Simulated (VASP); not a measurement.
A run of VASP 6.6.1 is set up as follows.

The input INCAR:

```
PREC = Accurate
ENCUT = 600
EDIFF = 1E-6
ISMEAR = 0
SIGMA = 0.1
LREAL = F
LASPH = T
NELM = 100
ALGO = Normal
ISIF = 3
LWAVE = F
LCHARG = F
GGA = PE
IBRION = 2
NSW = 50
EDIFFG = -0.003
```

File KPOINTS:

```
regular mesh
0
Gamma
  21 21 12
```

Contents of POSCAR:

```
Be
1.0
    2.2717487063      0.0000000000      0.0000000000
   -1.1358743532      1.9673920907      0.0000000000
    0.0000000000      0.0000000000      3.5810062697
Be
2
Direct
    0.3333333333      0.6666666667      0.2500000000
    0.6666666667      0.3333333333      0.7500000000
```

Potentials or basis: VASP PAW PBE potentials, release 64 (Be).

The run is started by

```console
$ cat potpaw_PBE.64/Be/POTCAR > POTCAR
$ mpirun -np 1 vasp_std > vasp.out
```

Task: Estimate the band gap on the k mesh.

Result: Zero (bands 2 and 3 overlap by 2.08 eV).

Task: What does it give for the space group after relaxing (to 0.1 Å)?

Result: P6_3/mmc (No. 194).

Task: Estimate the relaxed volume.

Result: 7.92 Å³/atom.

Final structure:
```xyz
2
Lattice="2.2635 0.0000 0.0000 -1.1318 1.9603 0.0000 0.0000 0.0000 3.5680" Properties=species:S:1:pos:R:3 pbc="T T T"
Be    0.0000    1.3068    0.8920
Be    1.1318    0.6534    2.6760
```
